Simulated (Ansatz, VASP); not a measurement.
## LiF: VASP beside Ansatz

File POSCAR:

```
LiF
1.0
    0.0000000000      2.0459404571      1.9948717406
    2.0459404571      0.0000000000      1.9948717406
    2.0459404571      2.0459404571      0.0000000000
Li F
1 1
Direct
    0.0000000000      0.0000000000      0.0000000000
    0.5000000000      0.5000000000      0.5000000000
```

The input INCAR.step1:

```
SYSTEM = LiF
PREC = Accurate ; ENCUT = 520
ISMEAR = 0 ; SIGMA = 0.01
LREAL = .False. ; LASPH = .True.
NELM = 100 ; NBANDS = 12
GGA = PE ; ALGO = Normal
EDIFF = 1E-4 ; LWAVE = .True.
LCHARG = .False.
```

INCAR.step2

```
SYSTEM = LiF
PREC = Accurate ; ENCUT = 520
EDIFF = 1E-6 ; ISMEAR = 0
SIGMA = 0.01 ; LREAL = .False.
LASPH = .True. ; NELM = 100
ALGO = Normal ; ISIF = 2
LWAVE = .False. ; LCHARG = .False.
METAGGA = R2SCAN ; LMIXTAU = .True.
NBANDS = 12 ; ISTART = 1
```

The input KPOINTS:

```
regular mesh
0
Gamma
  10 10 10
  0 0 0
```

Input for Ansatz:

```yaml
crystal:
  lattice:
    - [0.0, 2.0459404571, 1.9948717406]
    - [2.0459404571, 0.0, 1.9948717406]
    - [2.0459404571, 2.0459404571, 0.0]
  atoms:
    - { symbol: Li, position: [0.0, 0.0, 0.0] }
    - { symbol: F, position: [0.5, 0.5, 0.5] }
kpoints:
  mp_grid: { grid: [10, 10, 10] }
  band_path:
    path:
      - [0.0, 0.0, 0.0]
      - [0.5, 0.0, 0.5]
      - [0.625, 0.25, 0.625]
      - [0.375, 0.375, 0.75]
      - [0.5, 0.5, 0.5]
      - [0.5, 0.25, 0.75]
      - [0.0375, 0.0375, 0.075]
    npoints: 1
hamiltonian:
  xc: r2scan
scf:
  occupations: { method: fixed }
  n_extra_bands: 4
output:
  forces: true
  stress: true
  eigenvalues: true
```

Change from the starting cell: biaxial_xy strain +2.6%.

Alike in both runs: task single point; functional r2SCAN; k mesh 10 × 10 × 10; no spin polarisation.

|  | VASP | Ansatz |
| --- | --- | --- |
| version | VASP 6.6.1 | Ansatz 0.2.0 |
| potentials or method | VASP PAW PBE potentials, release 64 (Li_sv, F) | plane waves, PAW |
| plane-wave cutoff (eV) | 520 | 500 |
| occupations | gaussian, width 0.01 eV | fixed |
| valence electrons in the cell | 10 | 10 |

VASP gave:

```
gap on the k mesh at the Fermi level (eV) : 10.03
```

Problem. What did Ansatz give for the same quantities?

Solution. gap on the k mesh at the Fermi level (eV): 9.84.

VASP's potentials were made for PBE, not for r2SCAN.

Noted on VASP's run: the cutoff is short for stress, so the pressure is rough.
